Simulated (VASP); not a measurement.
# MnSb (P6_3/mmc) in VASP: notebook

The runs below take MnSb through single point, relaxation of shape and atoms at fixed volume, with PBE.

Everything below comes from runs of VASP 6.6.1. Logs are shortened: lines on timing, memory, paths and dates and some standing lists are left out, and cuts for length are marked.

## 1. The cell of the first run

The structure is hexagonal, space group P6_3/mmc (No. 194). The conventional cell has a = 4.176 Å, b = 4.176 Å, c = 4.860 Å, α = 90.00°, β = 90.00°, γ = 120.00°. Mn (site symmetry -3m) has 2 Mn at 2.43 Å and 6 Sb at 2.70 Å within 3.2 Å. Within 3.6 Å of Sb (site symmetry -6m2) lie 6 Mn at 2.70 Å and 6 Sb at 3.42 Å.

## 2. Single point, PBE (volume scaled by 1.040)

Contents of INCAR:

```
SYSTEM = MnSb
  PREC = Accurate
  ENCUT = 520
  EDIFF = 1E-7
  ISMEAR = 0
  SIGMA = 0.05
  LREAL = .False.
  LASPH = .True.
  NELM = 100
  ALGO = Normal
  ISIF = 2
  LWAVE = .False.
  LCHARG = .True.
  GGA = PE
  LELF = .True.
  LVHAR = .True.
  NBANDS = 26
```

Contents of KPOINTS:

```
Automatic mesh
0
Gamma
  12 12 8
  0 0 0
```

Contents of POSCAR:

```
MnSb
1.0
    4.1758948910      0.0000000000      0.0000000000
   -2.0879474455      3.6164310591      0.0000000000
    0.0000000000      0.0000000000      4.8602974275
Mn Sb
2 2
Direct
    0.0000000000      0.0000000000      0.0000000000
    0.0000000000      0.0000000000      0.5000000000
    0.3333333333      0.6666666667      0.2500000000
    0.6666666667      0.3333333333      0.7500000000
```

Potentials or basis: VASP PAW PBE potentials, release 64 (Mn_pv, Sb).

Run with:

```sh
$ cat potpaw_PBE.64/Mn_pv/POTCAR potpaw_PBE.64/Sb/POTCAR > POTCAR
$ mpirun -np 1 vasp_std > vasp.out
```

OUTCAR:

```text
SYSTEM = MnSb
   PREC = Accurate
   ENCUT = 520
   EDIFF = 1E-7
   ISMEAR = 0
   LREAL = .False.
   LASPH = .True.
   NELM = 100
   ISIF = 2
   GGA = PE

 ion  position               nearest neighbor table
   1  0.000  0.000  0.000-   2 2.43   2 2.43   4 2.70   3 2.70   3 2.70   4 2.70   4 2.70   3 2.70

   2  0.000  0.000  0.500-   1 2.43   1 2.43   4 2.70   3 2.70   3 2.70   4 2.70   4 2.70   3 2.70

   3  0.333  0.667  0.250-   1 2.70   2 2.70   1 2.70   2 2.70   1 2.70   2 2.70   4 3.42   4 3.42
                             4 3.42   4 3.42   4 3.42   4 3.42
   4  0.667  0.333  0.750-   1 2.70   2 2.70   1 2.70   2 2.70   1 2.70   2 2.70   3 3.42   3 3.42
                             3 3.42   3 3.42   3 3.42   3 3.42

  LATTYP: Found a hexagonal cell.
 ALAT       =     4.1758948910
 C/A-ratio  =     1.1638936215

  Lattice vectors:

 A1 = (   4.1758948910,   0.0000000000,   0.0000000000)
 A2 = (  -2.0879474455,   3.6164310591,   0.0000000000)
 A3 = (   0.0000000000,   0.0000000000,   4.8602974275)

Analysis of symmetry for initial positions (statically):
=====================================================================
 Subroutine PRICEL returns:
 Original cell was already a primitive cell.

 Routine SETGRP: Setting up the symmetry group for a
 hexagonal supercell.

 Subroutine GETGRP returns: Found 24 space group operations
 (whereof 12 operations were pure point group operations)
 out of a pool of 24 trial point group operations.

The static configuration has the point symmetry D_3d.
 The point group associated with its full space group is D_6h.

Analysis of symmetry for dynamics (positions and initial velocities):
=====================================================================
 Subroutine PRICEL returns:
 Original cell was already a primitive cell.

 Routine SETGRP: Setting up the symmetry group for a
 hexagonal supercell.

 Subroutine GETGRP returns: Found 24 space group operations
 (whereof 12 operations were pure point group operations)
 out of a pool of 24 trial point group operations.

The dynamic configuration has the point symmetry D_3d.
 The point group associated with its full space group is D_6h.

 Subroutine INISYM returns: Found 24 space group operations
 (whereof 12 operations are pure point group operations),
 and found     1 'primitive' translations

----------------------------------------------------------------------------------------

                                     Primitive cell

  volume of cell :      73.3994

  direct lattice vectors                    reciprocal lattice vectors
     4.175894891  0.000000000  0.000000000     0.239469629  0.138257855  0.000000000
    -2.087947446  3.616431059  0.000000000     0.000000000  0.276515709  0.000000000
     0.000000000  0.000000000  4.860297427     0.000000000  0.000000000  0.205748725

  length of vectors
     4.175894891  4.175894891  4.860297427     0.276515709  0.276515709  0.205748725

  position of ions in fractional coordinates (direct lattice)
     0.000000000  0.000000000  0.000000000
     0.000000000  0.000000000  0.500000000
     0.333333333  0.666666667  0.250000000
     0.666666667  0.333333333  0.750000000

  ion indices of the primitive-cell ions
   primitive index   ion index
                 1           1
                 2           2
                 3           3
                 4           4

----------------------------------------------------------------------------------------

 KPOINTS: Automatic mesh

Automatic generation of k-mesh.
 Grid dimensions read from file:
 generate k-points for:   12   12    8

 Generating k-lattice:

  Cartesian coordinates                     Fractional coordinates (reciprocal lattice)
     0.019955802  0.011521488  0.000000000     0.083333333  0.000000000  0.000000000
     0.000000000  0.023042976  0.000000000     0.000000000  0.083333333  0.000000000
     0.000000000  0.000000000  0.025718591     0.000000000  0.000000000  0.125000000

  Length of vectors
     0.023042976  0.023042976  0.025718591

  Shift w.r.t. Gamma in fractional coordinates (k-lattice)
     0.000000000  0.000000000  0.000000000

 Subroutine IBZKPT returns following result:
 ===========================================

 Found     95 irreducible k-points:

 Following reciprocal coordinates:
            Coordinates               Weight
  0.000000  0.000000  0.000000      1.000000
  0.083333  0.000000  0.000000      6.000000
  0.166667  0.000000  0.000000      6.000000
  0.250000  0.000000  0.000000      6.000000
  0.333333  0.000000  0.000000      6.000000
  0.416667  0.000000  0.000000      6.000000
[... 16 lines left out ...]
  0.250000  0.000000  0.125000     12.000000
  0.333333  0.000000  0.125000     12.000000
 [... further k-points ...]
   k-points           NKPTS =     95   k-points in BZ     NKDIM =     95   number of bands    NBANDS=     26
   number of dos      NEDOS =    301   number of ions     NIONS =      4
   total plane-waves  NPLWV =  36864
   dimension x,y,z NGX =    32 NGY =   32 NGZ =   36
   dimension x,y,z NGXF=    64 NGYF=   64 NGZF=   72
   ions per type =               2   2
   NGX,Y,Z   is equivalent  to a cutoff of  12.74, 12.74, 12.31 a.u.
   NGXF,Y,Z  is equivalent  to a cutoff of  25.48, 25.48, 24.63 a.u.
 SYSTEM =  MnSb
   PREC   = accura    normal or accurate (medium, high low for compatibility)
   ISTART =      0    job   : 0-new  1-cont  2-samecut
   ICHARG =      2    charge: 1-file 2-atom 10-const
   ISPIN  =      1    spin polarized calculation?
   LNONCOLLINEAR =      F non collinear calculations
   LSORBIT =      F    spin-orbit coupling
   LASPH  =      T    aspherical Exc in radial PAW
   ENCUT  =  520.0 eV  38.22 Ry    6.18 a.u.   7.76  7.76  9.04*2*pi/ulx,y,z
   NELM   =    100;   NELMIN=  2; NELMDL= -5     # of ELM steps
   EDIFF  = 0.1E-06   stopping-criterion for ELM
   LREAL  =      F    real-space projection
   EDIFFG = 0.1E-05   stopping-criterion for IOM
   NSW    =      0    number of steps for IOM
   IBRION =     -1    ionic relax: 0-MD 1-quasi-New 2-CG
   NFREE  =      0    steps in history (QN), initial steepest desc. (CG)
   ISIF   =      2    stress and relaxation
   ISYM   =      2    0-nonsym 1-usesym 2-fastsym
   POTIM  = 0.5000    time-step for ionic-motion
   TEBEG  =    0.0;   TEEND  =   0.0 temperature during run
   PSTRESS=    0.0 pullay stress
   NELECT =      36.0000    total number of electrons
   NUPDOWN=      -1.0000    fix difference up-down
   EMIN   =  10.00;   EMAX   =-10.00  energy-range for DOS
   EFERMI =   0.00;   METHOD = LEGACY
   ISMEAR =     0;   SIGMA  =   0.05  broadening in eV -4-tet -1-fermi 0-gaus
   EFERMI_NEDOS =   21; number of points for ismear=-14 and -15
   IALGO  =     38    algorithm
   IMIX   =      4    mixing-type and parameters
     AMIX     =   0.40;   BMIX     =  1.00
     AMIX_MAG =   1.60;   BMIX_MAG =  1.00
  volume/ion in A,a.u.               =      18.35       123.83
  Fermi-wavevector in a.u.,A,eV,Ry     =   1.291055  2.439740 22.678510  1.666823
  Thomas-Fermi vector in A             =   2.422849
   LORBIT       =      0    0 simple, 1 ext, 2 COOP (PROOUT), +10 PAW based schemes
   GGA     = PE    functional components
   LHFCALC =     F    Hartree Fock is set to
   AEXX    =    0.0000 exact exchange contribution
   IVDW    =     0    specifies the selected vdW correction
   LEPSILON=     F    determine dielectric tensor
   LRPA    =     F    only Hartree local field effects (RPA)
 non-spin polarized calculation
 Gauss-broadening in eV      SIGMA  =   0.05
  energy-cutoff  :      520.00
  volume of cell :       73.40
 maximum number of plane-waves:      2010
 NGX is ok and might be reduce to    32
   NGX = 15   NGY = 15   NGZ = 19

 number of electron      36.0000019 magnetization

 Free energy of the ion-electron system (eV)
  ---------------------------------------------------
  ext. energy  EPLUGINS =         0.00000000
  ---------------------------------------------------
  free energy    TOTEN  =       -25.58908406 eV

  energy without entropy =      -25.58101475  energy(sigma->0) =      -25.58504940

 E-fermi :   9.0782     XC(G=0): -11.4185

 val. band max:        9.0653922070   @ k =   0.3333   0.0833   0.5000
 cond. band min:       9.0794223992   @ k =   0.3333   0.1667   0.1250
 fundamental gap:      0.0140301922
 Fermi energy:         9.0781548549

 k-point     1 :       0.0000    0.0000    0.0000
  band No.  band energies     occupation
      1     -39.0641      2.00000
      2     -38.5867      2.00000
      3     -38.4774      2.00000
      4     -38.4774      2.00000
      5     -38.4230      2.00000
      6     -38.4230      2.00000
[... 18 lines left out ...]
     25      13.0496      0.00000
     26      14.8096      0.00000

 k-point     2 :       0.0833    0.0000    0.0000
  band No.  band energies     occupation
      1     -39.0640      2.00000
      2     -38.5867      2.00000
      3     -38.4777      2.00000
      4     -38.4775      2.00000
      5     -38.4231      2.00000
      6     -38.4230      2.00000
[... 18 lines left out ...]
     25      13.0111      0.00000
     26      15.1411      0.00000

 k-point     3 :       0.1667    0.0000    0.0000
  band No.  band energies     occupation
      1     -39.0639      2.00000
      2     -38.5867      2.00000
      3     -38.4782      2.00000
      4     -38.4777      2.00000
      5     -38.4234      2.00000
      6     -38.4230      2.00000
[... 18 lines left out ...]
     25      13.6370      0.00000
     26      15.0101      0.00000

 k-point     4 :       0.2500    0.0000    0.0000
  band No.  band energies     occupation
      1     -39.0638      2.00000
      2     -38.5866      2.00000
      3     -38.4790      2.00000
      4     -38.4779      2.00000
      5     -38.4238      2.00000
      6     -38.4231      2.00000
[... 18 lines left out ...]
     25      13.7298      0.00000
     26      15.4324      0.00000
[... 496 lines left out ...]
      1     -39.0461      2.00000
      2     -38.6052      2.00000
      3     -38.4762      2.00000
      4     -38.4756      2.00000
      5     -38.4255      2.00000
      6     -38.4251      2.00000
[... 18 lines left out ...]
     25      13.9405      0.00000
     26      14.9863      0.00000

 k-point    23 :       0.2500    0.0000    0.1250
  band No.  band energies     occupation
      1     -39.0460      2.00000
      2     -38.6052      2.00000
      3     -38.4769      2.00000
      4     -38.4758      2.00000
      5     -38.4259      2.00000
      6     -38.4252      2.00000
[... 18 lines left out ...]
     25      14.1505      0.00000
     26      15.0591      0.00000

 k-point    24 :       0.3333    0.0000    0.1250
  band No.  band energies     occupation
      1     -39.0458      2.00000
      2     -38.6051      2.00000
      3     -38.4777      2.00000
      4     -38.4760      2.00000
      5     -38.4264      2.00000
      6     -38.4252      2.00000
[... 18 lines left out ...]
     25      13.9263      0.00000
     26      14.8134      0.00000

 [... further k-points ...]
[... 5 lines left out ...]
  --------------------------------------------------------------------------------------
  -------------------------------------------------------------------------------------
  Total       -2.2829680     -2.2829680     -2.2513509      0.0000000      0.0000000      0.0000000
  in kB      -49.8330889    -49.8330889    -49.1429440      0.0000000      0.0000000      0.0000000
  external PRESSURE =     -49.6030406 kB  Pullay stress =       0.0000000 kB

 VOLUME and BASIS-vectors are now :
 -----------------------------------------------------------------------------
  energy-cutoff  :      520.00
  volume of cell :       73.40
      direct lattice vectors                 reciprocal lattice vectors
     4.175894891  0.000000000  0.000000000     0.239469629  0.138257855  0.000000000
    -2.087947446  3.616431059  0.000000000     0.000000000  0.276515709  0.000000000
     0.000000000  0.000000000  4.860297427     0.000000000  0.000000000  0.205748725

 POSITION                                       TOTAL-FORCE (eV/Angst)
 -----------------------------------------------------------------------------------
      0.00000      0.00000      0.00000         0.000000      0.000000      0.000000
      0.00000      0.00000      2.43015         0.000000      0.000000      0.000000
     -0.00000      2.41095      1.21507         0.000000      0.000000     -0.000000
      2.08795      1.20548      3.64522        -0.000000     -0.000000     -0.000000
 -----------------------------------------------------------------------------------
    total drift:                                0.000000     -0.000000      0.000000

  FREE ENERGIE OF THE ION-ELECTRON SYSTEM (eV)
  ---------------------------------------------------
  free  energy   TOTEN  =       -25.5890840564 eV

  energy  without entropy=      -25.5810147457  energy(sigma->0) =      -25.58504940
```

Run time: 3.2 min. Hardware: 1 thread of Intel Xeon Platinum 8375C at 2.90GHz (Ice Lake), shared host; peak memory 0.28 GiB.

What came out:

* Free energy: -25.5891 eV
* Pressure: -5.0 GPa
* Band gap on the k mesh: zero (band 18 reaches 9.59 eV, above the bottom of band 19 at 8.73 eV)

Levels at points of the mesh, in eV from the Fermi level:
```tsv
k point	band 14	band 15	band 16	band 17	band 18	band 19	band 20	band 21	band 22	band 23
(0.00, 0.00, 0.00)	-1.70	-0.39	-0.39	0.51	0.51	0.75	0.75	2.35	2.68	3.43
(0.50, 0.00, 0.00)	-2.28	-1.78	-1.19	-0.74	-0.05	0.07	0.70	0.76	0.99	3.11
(0.00, 0.00, 0.50)	-1.56	-0.82	-0.82	-0.82	-0.82	0.69	0.69	2.98	2.98	2.98
(0.50, 0.00, 0.50)	-1.61	-0.67	-0.67	-0.34	-0.34	-0.34	-0.34	1.33	1.33	2.66
```

Caveat: spin-orbit coupling is left out, which moves the levels of the heavy elements. Spin polarisation is off, so any magnetic state and its effect on volume and gap are missing.

[end of part 1 of 2]
